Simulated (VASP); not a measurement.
# Zr (I4_1/amd) in VASP: single point with r2SCAN

Aim: the single point of Zr with r2SCAN.

Program: VASP 6.6.1. These are calculated values, not measurements. Logs are shortened: lines on timing, memory, paths and dates and some standing lists are left out, and cuts for length are marked.

## 1. The cell of the first run

It takes space group I4_1/amd (No. 141, tetragonal). Conventional cell: a = 5.613 Å, b = 5.613 Å, c = 3.062 Å, α = 90.00°, β = 90.00°, γ = 90.00°. Zr (site symmetry -4m2) has 10 Zr at 2.91 to 3.63 Å within 3.8 Å.

## 2. Single point, r2SCAN

POSCAR reads:

```
Zr
1.0
   -2.8067140066      2.8067140066      1.5311143010
    2.8067140066     -2.8067140066      1.5311143010
    2.8067140066      2.8067140066     -1.5311143010
Zr
2
Direct
    0.0000000000      0.0000000000      0.0000000000
    0.7500000000      0.2500000000      0.5000000000
```

INCAR.step1 reads:

```
SYSTEM = Zr
ALGO     = Normal         ! electronic algorithm
EDIFF    = 1E-4           ! SCF threshold, eV
ENCUT    = 520            ! plane-wave cutoff, eV
GGA      = PE             ! functional
ISMEAR   = 0              ! smearing method
LASPH    = .True.         ! aspherical terms in the spheres
LCHARG   = .False.        ! write CHGCAR
LREAL    = .False.        ! projectors in reciprocal space
LWAVE    = .True.         ! write WAVECAR
NBANDS   = 19             ! bands
NELM     = 60             ! most SCF steps
PREC     = Accurate       ! precision mode
SIGMA    = 0.1            ! smearing width, eV
```

INCAR.step2 reads:

```
SYSTEM = Zr
ALGO     = Normal         ! electronic algorithm
EDIFF    = 1E-6           ! SCF threshold, eV
ENCUT    = 520            ! plane-wave cutoff, eV
ISIF     = 2              ! what is computed and relaxed
ISMEAR   = 0              ! smearing method
ISTART   = 1            
LASPH    = .True.         ! aspherical terms in the spheres
LCHARG   = .False.        ! write CHGCAR
LMIXTAU  = .True.       
LREAL    = .False.        ! projectors in reciprocal space
LWAVE    = .False.        ! write WAVECAR
METAGGA  = R2SCAN         ! meta-GGA
NBANDS   = 19             ! bands
NELM     = 60             ! most SCF steps
PREC     = Accurate       ! precision mode
SIGMA    = 0.1            ! smearing width, eV
```

KPOINTS reads:

```
k-points
0
Gamma
  6 6 6
  0 0 0
```

Potentials or basis: VASP PAW PBE potentials, release 64 (Zr_sv).

Launch:

```console
> cat potpaw_PBE.64/Zr_sv/POTCAR > POTCAR
> cp INCAR.step1 INCAR
> mpirun -np 1 vasp_std > vasp.out
> cp INCAR.step2 INCAR
> mpirun -np 1 vasp_std > vasp.out
```

OUTCAR:

```text
SYSTEM = Zr
   EDIFF = 1E-6
   ENCUT = 520
   ISIF = 2
   ISMEAR = 0
   ISTART = 1
   LASPH = .True.
   LREAL = .False.
   METAGGA = R2SCAN
   NELM = 60
   PREC = Accurate

 ion  position               nearest neighbor table
   1  0.000  0.000  0.000-   2 2.91   2 2.91   2 2.91   2 2.91   2 3.63   2 3.63   2 3.63   2 3.63

   2  0.750  0.250  0.500-   1 2.91   1 2.91   1 2.91   1 2.91   1 3.63   1 3.63   1 3.63   1 3.63

  LATTYP: Found a body centered tetragonal cell.
 ALAT       =     5.6134280132
 C/A-ratio  =     0.5455184595

  Lattice vectors:

 A1 = (  -2.8067140066,   2.8067140066,   1.5311143010)
 A2 = (   2.8067140066,  -2.8067140066,   1.5311143010)
 A3 = (   2.8067140066,   2.8067140066,  -1.5311143010)

Analysis of symmetry for initial positions (statically):
=====================================================================
 Subroutine PRICEL returns:
 Original cell was already a primitive cell.

 Routine SETGRP: Setting up the symmetry group for a
 body centered tetragonal supercell.

 Subroutine GETGRP returns: Found 16 space group operations
 (whereof  8 operations were pure point group operations)
 out of a pool of 16 trial point group operations.

The static configuration has the point symmetry D_2d.
 The point group associated with its full space group is D_4h.

Analysis of symmetry for dynamics (positions and initial velocities):
=====================================================================
 Subroutine PRICEL returns:
 Original cell was already a primitive cell.

 Routine SETGRP: Setting up the symmetry group for a
 body centered tetragonal supercell.

 Subroutine GETGRP returns: Found 16 space group operations
 (whereof  8 operations were pure point group operations)
 out of a pool of 16 trial point group operations.

The dynamic configuration has the point symmetry D_2d.
 The point group associated with its full space group is D_4h.

 Subroutine INISYM returns: Found 16 space group operations
 (whereof  8 operations are pure point group operations),
 and found     1 'primitive' translations

----------------------------------------------------------------------------------------

                                     Primitive cell

  volume of cell :      48.2463

  direct lattice vectors                    reciprocal lattice vectors
    -2.806714007  2.806714007  1.531114301     0.000000000  0.178144264  0.326559552
     2.806714007 -2.806714007  1.531114301     0.178144264  0.000000000  0.326559552
     2.806714007  2.806714007 -1.531114301     0.178144264  0.178144264  0.000000000

  length of vectors
     4.254362236  4.254362236  4.254362236     0.371989946  0.371989946  0.251934034

  position of ions in fractional coordinates (direct lattice)
     0.000000000  0.000000000  0.000000000
     0.750000000  0.250000000  0.500000000

  ion indices of the primitive-cell ions
   primitive index   ion index
                 1           1
                 2           2

----------------------------------------------------------------------------------------

 KPOINTS: k-points

Automatic generation of k-mesh.
 Grid dimensions read from file:
 generate k-points for:    6    6    6

 Generating k-lattice:

  Cartesian coordinates                     Fractional coordinates (reciprocal lattice)
     0.000000000  0.029690711  0.054426592     0.166666667  0.000000000  0.000000000
     0.029690711  0.000000000  0.054426592     0.000000000  0.166666667  0.000000000
     0.029690711  0.029690711  0.000000000     0.000000000  0.000000000  0.166666667

  Length of vectors
     0.061998324  0.061998324  0.041989006

  Shift w.r.t. Gamma in fractional coordinates (k-lattice)
     0.000000000  0.000000000  0.000000000

 Subroutine IBZKPT returns following result:
 ===========================================

 Found     30 irreducible k-points:

 Following reciprocal coordinates:
            Coordinates               Weight
  0.000000  0.000000  0.000000      1.000000
  0.166667  0.000000  0.000000      8.000000
  0.333333  0.000000  0.000000      8.000000
  0.500000  0.000000  0.000000      4.000000
  0.166667  0.166667  0.000000      8.000000
  0.333333  0.166667  0.000000     16.000000
[... 16 lines left out ...]
 -0.333333 -0.333333  0.166667      8.000000
 -0.166667 -0.333333  0.166667      8.000000
 [... further k-points ...]
   k-points           NKPTS =     30   k-points in BZ     NKDIM =     30   number of bands    NBANDS=     19
   number of dos      NEDOS =    301   number of ions     NIONS =      2
   total plane-waves  NPLWV =  32768
   dimension x,y,z NGX =    32 NGY =   32 NGZ =   32
   dimension x,y,z NGXF=    64 NGYF=   64 NGZF=   64
   ions per type =               2
   NGX,Y,Z   is equivalent  to a cutoff of  12.50, 12.50, 12.50 a.u.
   NGXF,Y,Z  is equivalent  to a cutoff of  25.01, 25.01, 25.01 a.u.
 SYSTEM =  Zr
   PREC   = accura    normal or accurate (medium, high low for compatibility)
   ISTART =      1    job   : 0-new  1-cont  2-samecut
   ICHARG =      0    charge: 1-file 2-atom 10-const
   ISPIN  =      1    spin polarized calculation?
   LNONCOLLINEAR =      F non collinear calculations
   LSORBIT =      F    spin-orbit coupling
   LASPH  =      T    aspherical Exc in radial PAW
   ENCUT  =  520.0 eV  38.22 Ry    6.18 a.u.   7.91  7.91  7.91*2*pi/ulx,y,z
   NELM   =     60;   NELMIN=  2; NELMDL=  0     # of ELM steps
   EDIFF  = 0.1E-05   stopping-criterion for ELM
   LREAL  =      F    real-space projection
   EDIFFG = 0.1E-04   stopping-criterion for IOM
   NSW    =      0    number of steps for IOM
   IBRION =     -1    ionic relax: 0-MD 1-quasi-New 2-CG
   NFREE  =      0    steps in history (QN), initial steepest desc. (CG)
   ISIF   =      2    stress and relaxation
   ISYM   =      2    0-nonsym 1-usesym 2-fastsym
   POTIM  = 0.5000    time-step for ionic-motion
   TEBEG  =    0.0;   TEEND  =   0.0 temperature during run
   PSTRESS=    0.0 pullay stress
   NELECT =      24.0000    total number of electrons
   NUPDOWN=      -1.0000    fix difference up-down
   EMIN   =  10.00;   EMAX   =-10.00  energy-range for DOS
   EFERMI =   0.00;   METHOD = LEGACY
   ISMEAR =     0;   SIGMA  =   0.10  broadening in eV -4-tet -1-fermi 0-gaus
   EFERMI_NEDOS =   21; number of points for ismear=-14 and -15
   IALGO  =     38    algorithm
   IMIX   =      4    mixing-type and parameters
     AMIX     =   0.40;   BMIX     =  1.00
     AMIX_MAG =   1.60;   BMIX_MAG =  1.00
  volume/ion in A,a.u.               =      24.12       162.79
  Fermi-wavevector in a.u.,A,eV,Ry     =   1.297151  2.451260 22.893180  1.682601
  Thomas-Fermi vector in A             =   2.428562
   LORBIT       =      0    0 simple, 1 ext, 2 COOP (PROOUT), +10 PAW based schemes
   METAGGA = R2SCAN    functional components
   LHFCALC =     F    Hartree Fock is set to
   AEXX    =    0.0000 exact exchange contribution
   IVDW    =     0    specifies the selected vdW correction
   LEPSILON=     F    determine dielectric tensor
   LRPA    =     F    only Hartree local field effects (RPA)
 non-spin polarized calculation
 Gauss-broadening in eV      SIGMA  =   0.10
  energy-cutoff  :      520.00
  volume of cell :       48.25
 maximum number of plane-waves:      1320
   NGX = 15   NGY = 15   NGZ = 15

 number of electron      24.0000000 magnetization

 Free energy of the ion-electron system (eV)
  ---------------------------------------------------
  ext. energy  EPLUGINS =         0.00000000
  ---------------------------------------------------
  free energy    TOTEN  =       -44.45180718 eV

  energy without entropy =      -44.44154439  energy(sigma->0) =      -44.44667578

 E-fermi :   8.2635     XC(G=0): -11.7374

 val. band max:        8.1834579882   @ k =   0.1667   0.0000   0.0000
 cond. band min:       8.2791417056   @ k =   0.3333   0.0000   0.0000
 fundamental gap:      0.0956837173
 Fermi energy:         8.2634686689

 k-point     1 :       0.0000    0.0000    0.0000
  band No.  band energies     occupation
      1     -42.0781      2.00000
      2     -41.7606      2.00000
      3     -19.8486      2.00000
      4     -19.8486      2.00000
      5     -18.8165      2.00000
      6     -18.8165      2.00000
[... 11 lines left out ...]
     18      14.2087      0.00000
     19      14.2087      0.00000

 k-point     2 :       0.1667    0.0000    0.0000
  band No.  band energies     occupation
      1     -42.0388      2.00000
      2     -41.7575      2.00000
      3     -19.8290      2.00000
      4     -19.7538      2.00000
      5     -19.0565      2.00000
      6     -19.0117      2.00000
[... 11 lines left out ...]
     18      13.9429      0.00000
     19      14.4775      0.00000

 k-point     3 :       0.3333    0.0000    0.0000
  band No.  band energies     occupation
      1     -41.9527      2.00000
      2     -41.7575      2.00000
      3     -19.7882      2.00000
      4     -19.6490      2.00000
      5     -19.4727      2.00000
      6     -19.2938      2.00000
[... 11 lines left out ...]
     18      12.9182      0.00000
     19      14.1745      0.00000

 k-point     4 :       0.5000    0.0000    0.0000
  band No.  band energies     occupation
      1     -41.9019      2.00000
      2     -41.7649      2.00000
      3     -19.7765      2.00000
      4     -19.7671      2.00000
      5     -19.6374      2.00000
      6     -19.2221      2.00000
[... 407 lines left out ...]
     18      12.2950      0.00000
     19      14.0147      0.00000

 k-point    23 :      -0.3333   -0.3333    0.1667
  band No.  band energies     occupation
      1     -41.9081      2.00000
      2     -41.7997      2.00000
      3     -19.8474      2.00000
      4     -19.7946      2.00000
      5     -19.4436      2.00000
      6     -19.3685      2.00000
[... 11 lines left out ...]
     18      12.0484      0.00000
     19      14.9856      0.00000

 k-point    24 :      -0.1667   -0.3333    0.1667
  band No.  band energies     occupation
      1     -41.9236      2.00000
      2     -41.7423      2.00000
      3     -19.7972      2.00000
      4     -19.7699      2.00000
      5     -19.6045      2.00000
      6     -19.5302      2.00000
[... 11 lines left out ...]
     18      14.1051      0.00000
     19      15.6164      0.00000

 [... further k-points ...]

------------------------ aborting loop because EDIFF is reached ----------------------------------------

  FORCE on cell =-STRESS in cart. coord.  units (eV):
  Direction    XX          YY          ZZ          XY          YZ          ZX
  --------------------------------------------------------------------------------------
  -------------------------------------------------------------------------------------
  Total       -0.7424848     -0.7424848     -0.4711918      0.0000000      0.0000000      0.0000000
  in kB      -24.6566570    -24.6566570    -15.6474802      0.0000000      0.0000000      0.0000000
  external PRESSURE =     -21.6535980 kB  Pullay stress =       0.0000000 kB

 VOLUME and BASIS-vectors are now :
 -----------------------------------------------------------------------------
  energy-cutoff  :      520.00
  volume of cell :       48.25
      direct lattice vectors                 reciprocal lattice vectors
    -2.806714007  2.806714007  1.531114301     0.000000000  0.178144264  0.326559552
     2.806714007 -2.806714007  1.531114301     0.178144264  0.000000000  0.326559552
     2.806714007  2.806714007 -1.531114301     0.178144264  0.178144264  0.000000000

 POSITION                                       TOTAL-FORCE (eV/Angst)
 -----------------------------------------------------------------------------------
      0.00000      0.00000      0.00000         0.000000     -0.000000     -0.000000
      0.00000      2.80671      0.76556        -0.000000      0.000000      0.000000
 -----------------------------------------------------------------------------------
    total drift:                                0.000000     -0.000000      0.000000

  FREE ENERGIE OF THE ION-ELECTRON SYSTEM (eV)
  ---------------------------------------------------
  free  energy   TOTEN  =       -44.4518071785 eV

  energy  without entropy=      -44.4415443898  energy(sigma->0) =      -44.44667578
```

It took 80 s on 1 thread of Intel Xeon Platinum 8259CL at 2.50GHz (Skylake/Cascade Lake), shared host; peak memory 0.19 GiB.

What came out:

| Item | Value |
| --- | --- |
| Free energy | -44.4518 eV |
| Pressure | -2.2 GPa |
| Band gap on the k mesh | zero (band 12 reaches 8.40 eV, above the bottom of band 13 at 7.60 eV) |

Stress tensor (GPa, compression positive):
```
-2.47  0.00  0.00
 0.00 -2.47  0.00
 0.00  0.00 -1.56
```

Caveat: the k points lie up to 0.39 Å⁻¹ apart; the PAW data sets were made with another functional, which shifts forces and pressure a little.
